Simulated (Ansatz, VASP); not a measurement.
Two plane-wave programs on O

```xyz
2
Lattice="9.0000 0.0000 0.0000 0.0000 9.5000 0.0000 0.0000 0.0000 10.0000" Properties=species:S:1:pos:R:3 pbc="T T T"
O     4.5000    4.7500    4.3850
O     4.5000    4.7500    5.6150
```

Alike in both runs: task relaxation of the atoms; functional PBEsol; k mesh 1 × 1 × 1; occupations gaussian, width 0.05 eV; collinear spin.

|  | VASP | Ansatz |
| --- | --- | --- |
| version | VASP 6.6.1 | Ansatz 0.2.0 |
| potentials or method | VASP PAW PBE potentials, release 64 (O), cutoff 520 eV | plane waves, PAW |
| valence electrons in the cell | 12 | 12 |

```csv
,VASP,Ansatz,Ansatz less VASP
net moment per atom (μB),1.00,1.00,0.000
size of the moment on the site where the two differ most (μB),0.81,0.55,-0.258
```

VASP's potentials were made for PBE, not for PBEsol. Site moments also hang on the region over which each program counts them. Ansatz's warnings: end state compared, stress scf threshold loose.

Noted on VASP's run: the standard files for N, O and F lose accuracy on very short bonds.
